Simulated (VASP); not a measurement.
# Li in VASP: further runs, part 2 of 2

VASP 6.6.1. Earlier steps stand in the parts before.

**4. Electric field gradients, PBE (equal xy, yz and zx shear strains of -2 %)**

INCAR

```
SYSTEM = Li
PREC = Accurate
ENCUT = 520
EDIFF = 1E-8
ISMEAR = -1
SIGMA = 0.08
LREAL = .False.
LASPH = .True.
NELM = 80
ALGO = Normal
ISIF = 2
LWAVE = .False.
LCHARG = .False.
GGA = PE
LEFG = .True.
NBANDS = 10
```

KPOINTS

```
regular mesh
0
Gamma
  15 15 8
  0 0 0
```

POSCAR

```
Li
1.0
    3.1110021516     -0.0311100215     -0.0311100215
   -1.5824431447      2.7097619053     -0.0113870582
   -0.0509300000     -0.0509300000      5.0930000000
Li
2
Direct
    0.3333333333      0.6666666667      0.2500000000
    0.6666666667      0.3333333333      0.7500000000
```

Potentials or basis: VASP PAW PBE potentials, release 64 (Li_sv).

The run is started by

```
cat potpaw_PBE.64/Li_sv/POTCAR > POTCAR
mpirun -np 1 vasp_std > vasp.out
```

OUTCAR:

```text
SYSTEM = Li
   PREC = Accurate
   ENCUT = 520
   EDIFF = 1E-8
   ISMEAR = -1
   LREAL = .False.
   LASPH = .True.
   NELM = 80
   ISIF = 2
   GGA = PE

 ion  position               nearest neighbor table
   1  0.333  0.667  0.250-
   2  0.667  0.333  0.750-

  LATTYP: Found a triclinic cell.
 ALAT       =     3.0843920882
 B/A-ratio  =     1.0087281861
 C/A-ratio  =     1.6513819024
 COS(alpha) =     0.0198960208
 COS(beta)  =     0.0274156886
 COS(gamma) =     0.4869832429

  Lattice vectors:

 A1 = (   1.5285590069,   2.6786518838,  -0.0424970797)
 A2 = (   3.1110021516,  -0.0311100215,  -0.0311100215)
 A3 = (   0.0509300000,   0.0509300000,  -5.0930000000)

Analysis of symmetry for initial positions (statically):
=====================================================================
 Subroutine PRICEL returns:
 Original cell was already a primitive cell.

 Routine SETGRP: Setting up the symmetry group for a
 triclinic supercell.

 Subroutine GETGRP returns: Found  2 space group operations
 (whereof  2 operations were pure point group operations)
 out of a pool of  2 trial point group operations.

The static configuration has the point symmetry S_2 .

Analysis of symmetry for dynamics (positions and initial velocities):
=====================================================================
 Subroutine PRICEL returns:
 Original cell was already a primitive cell.

 Routine SETGRP: Setting up the symmetry group for a
 triclinic supercell.

[... 159 lines left out ...]
  band No.  band energies     occupation
      1     -46.1332      2.00000
      2     -46.1187      2.00000
      3      -3.0081      2.00000
      4       0.4779      1.03491
      5       3.2282      0.00000
      6      12.3766      0.00000
      7      12.6673      0.00000
      8      13.7141      0.00000
      9      14.0221      0.00000
     10      14.3984      0.00000
[... 287 lines left out ...]
 k-point    24 :      -0.0000    0.1333    0.0000
  band No.  band energies     occupation
      1     -46.1310      2.00000
      2     -46.1177      2.00000
      3      -2.7301      2.00000
      4       0.8380      0.02349
      5       3.3410      0.00000
      6      10.2291      0.00000
      7      11.1429      0.00000
      8      13.6887      0.00000
      9      13.9782      0.00000
     10      14.2943      0.00000

 [... further k-points ...]
[... 5 lines left out ...]
  --------------------------------------------------------------------------------------
  -------------------------------------------------------------------------------------
  Total       -0.1955647     -0.1926760     -0.1931708      0.0320431      0.0298072      0.0305479
  in kB       -7.3422201     -7.2337672     -7.2523409      1.2030159      1.1190723      1.1468815
  external PRESSURE =      -7.2761094 kB  Pullay stress =       0.0000000 kB

 VOLUME and BASIS-vectors are now :
 -----------------------------------------------------------------------------
  energy-cutoff  :      520.00
  volume of cell :       42.68
      direct lattice vectors                 reciprocal lattice vectors
     3.111002152 -0.031110022 -0.031110022     0.323379738  0.188868394  0.005122481
    -1.582443145  2.709761905 -0.011387058     0.003749917  0.371241742  0.003749917
    -0.050930000 -0.050930000  5.093000000     0.001983713  0.001983713  0.196387603

 POSITION                                       TOTAL-FORCE (eV/Angst)
 -----------------------------------------------------------------------------------
     -0.03069      1.78341      1.25529         0.008373     -0.000105      0.000725
      1.50832      0.84432      3.79521        -0.008373      0.000105     -0.000725
 -----------------------------------------------------------------------------------
    total drift:                               -0.000000      0.000000     -0.000000

  FREE ENERGIE OF THE ION-ELECTRON SYSTEM (eV)
  ---------------------------------------------------
  free  energy   TOTEN  =        -3.8167014536 eV

  energy  without entropy=       -3.7951217752  energy(sigma->0) =       -3.80591161

 Electric field gradients (V/A^2)
---------------------------------------------------------------------
 ion       V_xx      V_yy      V_zz      V_xy      V_xz      V_yz
---------------------------------------------------------------------
   1       0.002     0.005    -0.007     0.051     0.020     0.020
   2       0.002     0.005    -0.007     0.051     0.020     0.020
---------------------------------------------------------------------

 Electric field gradients after diagonalization (V/A^2)
 (convention: |V_zz| > |V_xx| > |V_yy|)
----------------------------------------------------------------------
 ion       V_xx      V_yy      V_zz     asymmetry (V_yy - V_xx)/ V_zz
----------------------------------------------------------------------
   1      -0.047    -0.018     0.065       0.446
   2      -0.047    -0.018     0.065       0.446
----------------------------------------------------------------------

           NMR quadrupolar parameters

 Cq : quadrupolar parameter    Cq=e*Q*V_zz/h
 eta: asymmetry parameters     (V_yy - V_xx)/ V_zz
 Q  : nuclear electric quadrupole moment in mb (millibarn)
----------------------------------------------------------------------
 ion       Cq(MHz)       eta       Q (mb)
----------------------------------------------------------------------
   1       0.000       0.446       1.000
   2       0.000       0.446       1.000
----------------------------------------------------------------------
```

OSZICAR:

```text
N       E                     dE             d eps       ncg     rms          rms(c)
DAV:   1     0.175012479958E+02    0.17501E+02   -0.31882E+03 18036   0.562E+02
DAV:   2    -0.983554631056E+00   -0.18485E+02   -0.17948E+02 22746   0.110E+02
DAV:   3    -0.376589356704E+01   -0.27823E+01   -0.27625E+01 30072   0.320E+01
DAV:   4    -0.381973230649E+01   -0.53839E-01   -0.53705E-01 23494   0.483E+00
DAV:   5    -0.382032319271E+01   -0.59089E-03   -0.59085E-03 24316   0.481E-01    0.353E-01
DAV:   6    -0.381788640344E+01    0.24368E-02   -0.61247E-04 31958   0.121E-01    0.200E-01
DAV:   7    -0.381670562087E+01    0.11808E-02   -0.12409E-03 35198   0.164E-01    0.359E-02
DAV:   8    -0.381670092385E+01    0.46970E-05   -0.19219E-05 20394   0.393E-02    0.243E-03
DAV:   9    -0.381670174943E+01   -0.82558E-06   -0.12191E-06 32514   0.108E-02    0.620E-04
DAV:  10    -0.381670144408E+01    0.30535E-06   -0.63072E-08 21088   0.195E-03    0.155E-04
DAV:  11    -0.381670145355E+01   -0.94718E-08   -0.46446E-09 14188   0.608E-04
   1 F= -.38167015E+01 E0= -.38059116E+01  d E =-.215797E-01
```

Wall time 2.7 min (1 thread of Intel Xeon Platinum 8488C (Sapphire Rapids), shared host); peak memory 0.37 GiB.

Results:

- Free energy: -3.8167 eV
- Largest force: 0.008 eV/Å
- Band gap on the k mesh: zero (bands 3 and 4 overlap by 4.46 eV)
- Largest electric field gradient by atom: Li +0.07 V/Å²

Forces in eV/Å, atoms in the order of the input:
```
Li   0.008  0.000  0.001
Li  -0.008  0.000 -0.001
```

Levels at points of the mesh, in eV from the Fermi level:
| k point | band 1 | band 2 | band 3 | band 4 | band 5 | band 6 | band 7 |
| --- | --- | --- | --- | --- | --- | --- | --- |
| (0.00, 0.00, 0.00) | -46.62 | -46.60 | -3.49 | -0.01 | 2.74 | 11.89 | 12.18 |
| (0.00, 0.00, 0.50) | -46.61 | -46.61 | -2.40 | -2.40 | 7.66 | 7.66 | 12.68 |

Caveat: the cell differs from its parent crystal (equal xy, yz and zx shear strains of -2 %); the cutoff is under 1.25 times the usual one of these potentials, so pressure, stress and relaxed cells hold a basis-set (Pulay) error; without QUAD_EFG the Cq values of the log hold for a quadrupole moment of 1 mb, not for the nuclei.

**5. Electric field gradients, PBE (equal xy, yz and zx shear strains of +1 %)**

INCAR, as its differences from that of step 4:

```diff
@@ -8,3 +8,3 @@
 LASPH = .True.
-NELM = 80
+NELM = 60
 ALGO = Normal
```

KPOINTS

```
Automatic mesh
0
Gamma
  15 15 8
  0 0 0
```

POSCAR

```
Li
1.0
    3.1110021516      0.0155550108      0.0155550108
   -1.5420300413      2.6864293891      0.0056935291
    0.0254650000      0.0254650000      5.0930000000
Li
2
Direct
    0.3333333333      0.6666666667      0.2500000000
    0.6666666667      0.3333333333      0.7500000000
```

Potentials or basis: VASP PAW PBE potentials, release 64 (Li_sv).

The run is started by

```
cat potpaw_PBE.64/Li_sv/POTCAR > POTCAR
mpirun -np 1 vasp_std > vasp.out
```

OUTCAR:

```text
SYSTEM = Li
   PREC = Accurate
   ENCUT = 520
   EDIFF = 1E-8
   ISMEAR = -1
   LREAL = .False.
   LASPH = .True.
   NELM = 60
   ISIF = 2
   GGA = PE

 ion  position               nearest neighbor table
   1  0.333  0.667  0.250-
   2  0.667  0.333  0.750-

  LATTYP: Found a triclinic cell.
 ALAT       =     3.1245551172
 B/A-ratio  =     0.9913558883
 C/A-ratio  =     1.6300327990
 COS(alpha) =     0.0036852528
 COS(beta)  =     0.0136346634
 COS(gamma) =     0.5000188430

  Lattice vectors:

 A1 = (   1.5689721103,   2.7019843999,   0.0212485399)
 A2 = (  -1.5420300413,   2.6864293891,   0.0056935291)
 A3 = (   0.0254650000,   0.0254650000,   5.0930000000)

Analysis of symmetry for initial positions (statically):
[... 504 lines left out ...]
 -----------------------------------------------------------------------------
  energy-cutoff  :      520.00
  volume of cell :       42.68
      direct lattice vectors                 reciprocal lattice vectors
     3.111002152  0.015555011  0.015555011     0.320532476  0.183993323 -0.002522629
    -1.542030041  2.686429389  0.005693529    -0.001846693  0.371185211 -0.001846693
     0.025465000  0.025465000  5.093000000    -0.000976904 -0.000976904  0.196357698

 POSITION                                       TOTAL-FORCE (eV/Angst)
 -----------------------------------------------------------------------------------
      0.01535      1.80250      1.28223        -0.003488     -0.000018      0.000179
      1.57909      0.92495      3.83202         0.003488      0.000018     -0.000179
 -----------------------------------------------------------------------------------
    total drift:                               -0.000000      0.000000     -0.000000

  FREE ENERGIE OF THE ION-ELECTRON SYSTEM (eV)
  ---------------------------------------------------
  free  energy   TOTEN  =        -3.8173696652 eV

  energy  without entropy=       -3.7958484904  energy(sigma->0) =       -3.80660908

 Electric field gradients (V/A^2)
---------------------------------------------------------------------
 ion       V_xx      V_yy      V_zz      V_xy      V_xz      V_yz
---------------------------------------------------------------------
   1       0.004     0.005    -0.009    -0.029    -0.011    -0.011
   2       0.004     0.005    -0.009    -0.029    -0.011    -0.011
---------------------------------------------------------------------

 Electric field gradients after diagonalization (V/A^2)
 (convention: |V_zz| > |V_xx| > |V_yy|)
----------------------------------------------------------------------
 ion       V_xx      V_yy      V_zz     asymmetry (V_yy - V_xx)/ V_zz
----------------------------------------------------------------------
   1       0.033     0.001    -0.034       0.945
   2       0.033     0.001    -0.034       0.945
----------------------------------------------------------------------

           NMR quadrupolar parameters

 Cq : quadrupolar parameter    Cq=e*Q*V_zz/h
 eta: asymmetry parameters     (V_yy - V_xx)/ V_zz
 Q  : nuclear electric quadrupole moment in mb (millibarn)
----------------------------------------------------------------------
 ion       Cq(MHz)       eta       Q (mb)
----------------------------------------------------------------------
   1      -0.000       0.945       1.000
   2      -0.000       0.945       1.000
----------------------------------------------------------------------
```

It took 2.9 min on 1 thread of Intel Xeon Platinum 8488C (Sapphire Rapids), shared host; peak memory 0.38 GiB.

Results:

```
Free energy                             : -3.8174 eV
Largest force                           : 0.003 eV/Å
Band gap on the k mesh                  : zero (bands 3 and 4 overlap by 4.48 eV)
Largest electric field gradient by atom : under 0.05 V/Å² on every atom
```

Forces on the atoms (eV/Å):
```
Li  -0.003  0.000  0.000
Li   0.003  0.000  0.000
```

Caveat: the cell differs from its parent crystal (equal xy, yz and zx shear strains of +1 %); the cutoff is under 1.25 times the usual one of these potentials, so pressure, stress and relaxed cells hold a basis-set (Pulay) error.

**6. Summary**

```tsv
cell	gap on the mesh (eV)
a = 3.049, b = 3.049, c = 5.093 Å, angles 90.0, 90.0, 120.0°, 2 atoms	none
a = 3.111, b = 3.111, c = 5.093 Å, angles 90.0, 90.0, 120.0°, 2 atoms	none
a = 3.111, b = 3.138, c = 5.094 Å, angles 90.4, 91.1, 120.9°, 2 atoms	none
a = 3.111, b = 3.098, c = 5.093 Å, angles 89.8, 89.4, 119.6°, 2 atoms	none
```

Alike in all rows: task electric field gradients; level PBE; potentials or basis VASP PAW PBE potentials, release 64 (Li_sv); no spin polarisation; k mesh 15 × 15 × 8; cutoff (eV) 520; smearing fermi-dirac 0.08 eV.

Caveats: the cutoff is under 1.25 times the usual one of these potentials, so pressure, stress and relaxed cells hold a basis-set (Pulay) error.

Total energies depend on the potentials used, so only differences within one code and one set of settings carry meaning.
